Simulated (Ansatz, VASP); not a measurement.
# One calculation of PbI2, two programs

```
Pb I
1.0
     4.56387    0.00000    0.00000
    -2.28193    3.95242    0.00000
     0.00000    0.00000    7.04671
Pb I
1 2
Cartesian
  0.0000 0.0000 0.0000
  2.2819 1.3175 5.1670
  0.0000 2.6349 1.8797
```

Alike in both runs: task single point; functional PBE; k mesh 6 × 6 × 4; occupations fermi-dirac, width 0.02 eV; no spin polarisation.

|  | VASP | Ansatz |
| --- | --- | --- |
| version | VASP 6.6.1 | Ansatz 0.2.0 |
| potentials or method | VASP PAW PBE potentials, release 64 (Pb_d, I) | plane waves, PAW |
| plane-wave cutoff (eV) | 500 | 420 |
| valence electrons in the cell | 28 | 48 |

VASP gave:

| Item | Value |
| --- | --- |
| gap on the k mesh at the Fermi level (eV) | 2.23 |
| pressure (GPa) | 1.2 |
| rms of the force components (eV/Å) | 0.022 |

Problem. What did Ansatz give for the same quantities?

Solution. gap on the k mesh at the Fermi level (eV): 2.23; pressure (GPa): 1.3; rms of the force components (eV/Å): 0.022.

Atom by atom the forces differ by 0.000 eV/Å (rms over components). The functional is the same, so the differences come from potentials, cutoffs and numerics. VASP's potentials hold 28 valence electrons a cell and Ansatz's 48, so a difference there can come from the potentials and not from the codes.

Neither program's run includes spin-orbit coupling.
